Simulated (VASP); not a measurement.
# Ni (Pm-3m) in VASP: single point with r2SCAN

Aim: the single point of Ni with r2SCAN.

Everything below comes from runs of VASP 6.6.1. Logs are shortened: lines on timing, memory, paths and dates and some standing lists are left out, and cuts for length are marked.

### 1 The cell of the first run

It takes space group Pm-3m (No. 221, cubic). The conventional cell has a = 2.290 Å, b = 2.290 Å, c = 2.290 Å, α = 90.00°, β = 90.00°, γ = 90.00°. Within 3.0 Å of Ni (site symmetry m-3m) lie 6 Ni at 2.29 Å.

This isn't the form of Ni at room conditions, which is fcc.

### 2 Single point, r2SCAN, collinear spin, antiferromagnetic start

POSCAR

```
Ni
1.0
    0.0000000000      2.2904745232      2.2904745232
    2.2904745232      0.0000000000      2.2904745232
    2.2904745232      2.2904745232      0.0000000000
Ni
2
Direct
    0.0000000000      0.0000000000      0.0000000000
    0.5000000000      0.5000000000      0.5000000000
```

INCAR.step1

```
SYSTEM = Ni
  ALGO = Normal
  EDIFF = 1E-4
  ENCUT = 520
  GGA = PE
  ISMEAR = -1
  ISPIN = 2
  LASPH = .TRUE.
  LCHARG = .FALSE.
  LMAXMIX = 4
  LREAL = .FALSE.
  LWAVE = .TRUE.
  MAGMOM = 0.8 -0.8
  NBANDS = 21
  NELM = 150
  PREC = Accurate
  SIGMA = 0.05
```

INCAR.step2

```
SYSTEM = Ni
  ALGO = Normal
  EDIFF = 1E-7
  ENCUT = 520
  ISIF = 2
  ISMEAR = -1
  ISPIN = 2
  ISTART = 1
  LASPH = .TRUE.
  LCHARG = .FALSE.
  LMAXMIX = 4
  LMIXTAU = .TRUE.
  LORBIT = 11
  LREAL = .FALSE.
  LWAVE = .FALSE.
  MAGMOM = 0.8 -0.8
  METAGGA = R2SCAN
  NBANDS = 21
  NELM = 150
  PREC = Accurate
  SIGMA = 0.05
```

KPOINTS

```
k-points
0
G
  12 12 12
  0 0 0
```

Potentials or basis: VASP PAW PBE potentials, release 64 (Ni).

Run with:

```sh
cat potpaw_PBE.64/Ni/POTCAR > POTCAR
cp INCAR.step1 INCAR
mpirun -np 1 vasp_std > vasp.out
cp INCAR.step2 INCAR
mpirun -np 1 vasp_std > vasp.out
```

OUTCAR:

```text
SYSTEM = Ni
   EDIFF = 1E-7
   ENCUT = 520
   ISIF = 2
   ISMEAR = -1
   ISPIN = 2
   ISTART = 1
   LASPH = .TRUE.
   LORBIT = 11
   LREAL = .FALSE.
   METAGGA = R2SCAN
   NELM = 150
   PREC = Accurate

 ion  position               nearest neighbor table
   1  0.000  0.000  0.000-   2 2.29   2 2.29   2 2.29   2 2.29   2 2.29   2 2.29
   2  0.500  0.500  0.500-   1 2.29   1 2.29   1 2.29   1 2.29   1 2.29   1 2.29

  LATTYP: Found a face centered cubic cell.
 ALAT       =     4.5809490464

  Lattice vectors:

 A1 = (   0.0000000000,   2.2904745232,   2.2904745232)
 A2 = (   2.2904745232,   0.0000000000,   2.2904745232)
 A3 = (   2.2904745232,   2.2904745232,   0.0000000000)

Analysis of symmetry for initial positions (statically):
=====================================================================
 Subroutine PRICEL returns following result:

  LATTYP: Found a simple cubic cell.
 ALAT       =     2.2904745232

  Lattice vectors:

 A1 = (  -2.2904745232,   0.0000000000,   0.0000000000)
 A2 = (   0.0000000000,   0.0000000000,   2.2904745232)
 A3 = (   0.0000000000,   2.2904745232,   0.0000000000)

   2 primitive cells build up your supercell.

 Routine SETGRP: Setting up the symmetry group for a
 face centered cubic supercell.

 Subroutine GETGRP returns: Found 48 space group operations
 (whereof 48 operations were pure point group operations)
 out of a pool of 48 trial point group operations.

The static configuration has the point symmetry O_h .

Analysis of symmetry for dynamics (positions and initial velocities):
=====================================================================
 Subroutine PRICEL returns following result:

  LATTYP: Found a simple cubic cell.
 ALAT       =     2.2904745232

  Lattice vectors:

 A1 = (  -2.2904745232,   0.0000000000,   0.0000000000)
 A2 = (   0.0000000000,   0.0000000000,   2.2904745232)
 A3 = (   0.0000000000,   2.2904745232,   0.0000000000)

   2 primitive cells build up your supercell.

 Routine SETGRP: Setting up the symmetry group for a
 face centered cubic supercell.

 Subroutine GETGRP returns: Found 48 space group operations
 (whereof 48 operations were pure point group operations)
 out of a pool of 48 trial point group operations.

The dynamic configuration has the point symmetry O_h .

Analysis of structural, dynamic, and magnetic symmetry:
=====================================================================
 Subroutine PRICEL returns following result:

  LATTYP: Found a simple cubic cell.
 ALAT       =     2.2904745232

  Lattice vectors:

 A1 = (  -2.2904745232,   0.0000000000,   0.0000000000)
 A2 = (   0.0000000000,   0.0000000000,   2.2904745232)
 A3 = (   0.0000000000,   2.2904745232,   0.0000000000)

   2 primitive cells build up your supercell.

 Routine SETGRP: Setting up the symmetry group for a
 face centered cubic supercell.

 Subroutine GETGRP returns: Found 48 space group operations
 (whereof 48 operations were pure point group operations)
 out of a pool of 48 trial point group operations.

The overall configuration has the point symmetry O_h .

 Subroutine INISYM returns: Found 48 space group operations
 (whereof 48 operations are pure point group operations),
 and found     2 'primitive' translations

----------------------------------------------------------------------------------------

                                     Primitive cell

  volume of cell :      12.0165

  direct lattice vectors                    reciprocal lattice vectors
    -2.290474523  0.000000000  0.000000000    -0.436590754  0.000000000  0.000000000
     0.000000000  0.000000000  2.290474523     0.000000000  0.000000000  0.436590754
     0.000000000  2.290474523  0.000000000     0.000000000  0.436590754  0.000000000

  length of vectors
     2.290474523  2.290474523  2.290474523     0.436590754  0.436590754  0.436590754

  position of ions in fractional coordinates (direct lattice)
     0.000000000  0.000000000  0.000000000

  ion indices of the primitive-cell ions
   primitive index   ion index
                 1           1

----------------------------------------------------------------------------------------

 KPOINTS: k-points

Automatic generation of k-mesh.
 Grid dimensions read from file:
 generate k-points for:   12   12   12

 Generating k-lattice:

  Cartesian coordinates                     Fractional coordinates (reciprocal lattice)
    -0.018191281  0.018191281  0.018191281     0.083333333  0.000000000  0.000000000
     0.018191281 -0.018191281  0.018191281     0.000000000  0.083333333  0.000000000
     0.018191281  0.018191281 -0.018191281     0.000000000  0.000000000  0.083333333

  Length of vectors
     0.031508224  0.031508224  0.031508224

  Shift w.r.t. Gamma in fractional coordinates (k-lattice)
     0.000000000  0.000000000  0.000000000

 Subroutine IBZKPT returns following result:
 ===========================================

 Found     72 irreducible k-points:

 Following reciprocal coordinates:
            Coordinates               Weight
  0.000000  0.000000  0.000000      1.000000
  0.083333  0.000000  0.000000      8.000000
  0.166667  0.000000  0.000000      8.000000
  0.250000  0.000000  0.000000      8.000000
  0.333333  0.000000  0.000000      8.000000
  0.416667  0.000000  0.000000      8.000000
[... 16 lines left out ...]
  0.500000  0.166667  0.000000     24.000000
 -0.416667  0.166667  0.000000     24.000000
 [... further k-points ...]
   k-points           NKPTS =     72   k-points in BZ     NKDIM =     72   number of bands    NBANDS=     21
   number of dos      NEDOS =    301   number of ions     NIONS =      2
   total plane-waves  NPLWV =  13824
   dimension x,y,z NGX =    24 NGY =   24 NGZ =   24
   dimension x,y,z NGXF=    48 NGYF=   48 NGZF=   48
   ions per type =               2
   NGX,Y,Z   is equivalent  to a cutoff of  12.32, 12.32, 12.32 a.u.
   NGXF,Y,Z  is equivalent  to a cutoff of  24.63, 24.63, 24.63 a.u.
 SYSTEM =  Ni
   PREC   = accura    normal or accurate (medium, high low for compatibility)
   ISTART =      1    job   : 0-new  1-cont  2-samecut
   ICHARG =      0    charge: 1-file 2-atom 10-const
   ISPIN  =      2    spin polarized calculation?
   LNONCOLLINEAR =      F non collinear calculations
   LSORBIT =      F    spin-orbit coupling
   LASPH  =      T    aspherical Exc in radial PAW
   ENCUT  =  520.0 eV  38.22 Ry    6.18 a.u.   6.02  6.02  6.02*2*pi/ulx,y,z
   NELM   =    150;   NELMIN=  2; NELMDL=  0     # of ELM steps
   EDIFF  = 0.1E-06   stopping-criterion for ELM
   LREAL  =      F    real-space projection
   EDIFFG = 0.1E-05   stopping-criterion for IOM
   NSW    =      0    number of steps for IOM
   IBRION =     -1    ionic relax: 0-MD 1-quasi-New 2-CG
   NFREE  =      0    steps in history (QN), initial steepest desc. (CG)
   ISIF   =      2    stress and relaxation
   ISYM   =      2    0-nonsym 1-usesym 2-fastsym
   POTIM  = 0.5000    time-step for ionic-motion
   TEBEG  =    0.0;   TEEND  =   0.0 temperature during run
   PSTRESS=    0.0 pullay stress
   NELECT =      20.0000    total number of electrons
   NUPDOWN=      -1.0000    fix difference up-down
   EMIN   =  10.00;   EMAX   =-10.00  energy-range for DOS
   EFERMI =   0.00;   METHOD = LEGACY
   ISMEAR =    -1;   SIGMA  =   0.05  broadening in eV -4-tet -1-fermi 0-gaus
   EFERMI_NEDOS =   21; number of points for ismear=-14 and -15
   IALGO  =     38    algorithm
   IMIX   =      4    mixing-type and parameters
     AMIX     =   0.40;   BMIX     =  1.00
     AMIX_MAG =   1.60;   BMIX_MAG =  1.00
  volume/ion in A,a.u.               =      12.02        81.09
  Fermi-wavevector in a.u.,A,eV,Ry     =   1.539865  2.909923 32.261927  2.371185
  Thomas-Fermi vector in A             =   2.646033
   LORBIT       =     11    0 simple, 1 ext, 2 COOP (PROOUT), +10 PAW based schemes
   METAGGA = R2SCAN    functional components
   LHFCALC =     F    Hartree Fock is set to
   AEXX    =    0.0000 exact exchange contribution
   IVDW    =     0    specifies the selected vdW correction
   LEPSILON=     F    determine dielectric tensor
   LRPA    =     F    only Hartree local field effects (RPA)
 spin polarized calculation
  energy-cutoff  :      520.00
  volume of cell :       24.03
 maximum number of plane-waves:       661
   NGX = 13   NGY = 13   NGZ = 13

 number of electron      19.9999975 magnetization      -0.0000000

 number of electron      19.9999975 magnetization       0.0000000

 Free energy of the ion-electron system (eV)
  ---------------------------------------------------
  ext. energy  EPLUGINS =         0.00000000
  ---------------------------------------------------
  free energy    TOTEN  =       -22.27976948 eV

  energy without entropy =      -22.24189388  energy(sigma->0) =      -22.26083168

 E-fermi :   7.8095     XC(G=0): -13.4705

 val. band max:        7.8053233136   @ k =   0.5000   0.3333   0.0000
 cond. band min:       7.8101690656   @ k =   0.0833   0.0000   0.0000
 fundamental gap:      0.0048457520
 Fermi energy:         7.8095324312

 spin component 1

 k-point     1 :       0.0000    0.0000    0.0000
  band No.  band energies     occupation
      1      -0.5939      1.00000
      2       4.2923      1.00000
      3       4.2923      1.00000
      4       4.5837      1.00000
      5       4.5838      1.00000
      6       4.5838      1.00000
[... 550 lines left out ...]
      5       5.8593      1.00000
      6       6.2332      1.00000
[... 13 lines left out ...]
     20      32.3976      0.00000
     21      34.3141      0.00000

 [... further k-points ...]

 spin component 2

 k-point     1 :       0.0000    0.0000    0.0000
  band No.  band energies     occupation
      1      -0.5939      1.00000
      2       4.2923      1.00000
      3       4.2923      1.00000
      4       4.5837      1.00000
      5       4.5838      1.00000
      6       4.5838      1.00000
[... 550 lines left out ...]
      5       5.8593      1.00000
      6       6.2332      1.00000
[... 13 lines left out ...]
     20      32.3976      0.00000
     21      34.3141      0.00000

 [... further k-points ...]

------------------------ aborting loop because EDIFF is reached ----------------------------------------

  FORCE on cell =-STRESS in cart. coord.  units (eV):
  Direction    XX          YY          ZZ          XY          YZ          ZX
  --------------------------------------------------------------------------------------
  -------------------------------------------------------------------------------------
  Total        0.0565314      0.0565314      0.0565314     -0.0000000     -0.0000000      0.0000000
  in kB        3.7687182      3.7687182      3.7687182     -0.0000000     -0.0000000      0.0000000
  external PRESSURE =       3.7687182 kB  Pullay stress =       0.0000000 kB

 VOLUME and BASIS-vectors are now :
 -----------------------------------------------------------------------------
  energy-cutoff  :      520.00
  volume of cell :       24.03
      direct lattice vectors                 reciprocal lattice vectors
     0.000000000  2.290474523  2.290474523    -0.218295377  0.218295377  0.218295377
     2.290474523  0.000000000  2.290474523     0.218295377 -0.218295377  0.218295377
     2.290474523  2.290474523  0.000000000     0.218295377  0.218295377 -0.218295377

 POSITION                                       TOTAL-FORCE (eV/Angst)
 -----------------------------------------------------------------------------------
      0.00000      0.00000      0.00000        -0.000000      0.000000     -0.000000
      2.29047      2.29047      2.29047         0.000000     -0.000000      0.000000
 -----------------------------------------------------------------------------------
    total drift:                                0.000000     -0.000000      0.000000

  FREE ENERGIE OF THE ION-ELECTRON SYSTEM (eV)
  ---------------------------------------------------
  free  energy   TOTEN  =       -22.2797694836 eV

  energy  without entropy=      -22.2418938798  energy(sigma->0) =      -22.26083168

 total charge

# of ion       s       p       d       tot
------------------------------------------
    1        0.537   0.416   8.419   9.372
    2        0.537   0.416   8.419   9.372
--------------------------------------------------
tot          1.073   0.833  16.839  18.745

 magnetization (x)

# of ion       s       p       d       tot
------------------------------------------
    1        0.000   0.000   0.000   0.000
    2       -0.000  -0.000  -0.000  -0.000
--------------------------------------------------
tot          0.000   0.000   0.000   0.000
```

It took 6.7 min on 1 thread of AMD EPYC 7R13, shared host; peak memory 0.16 GiB.

Results:

```yaml
Free_energy: -22.2798 eV
Pressure: 0.4 GPa
Band_gap_on_the_k_mesh: zero (filled and empty bands overlap)
Net_moment: 0.00 μB per cell
Valence_electrons_inside_the_program's_atomic_spheres: Ni 9.37
```

Caveat: the PAW data sets were made with another functional, which shifts forces and pressure a little.
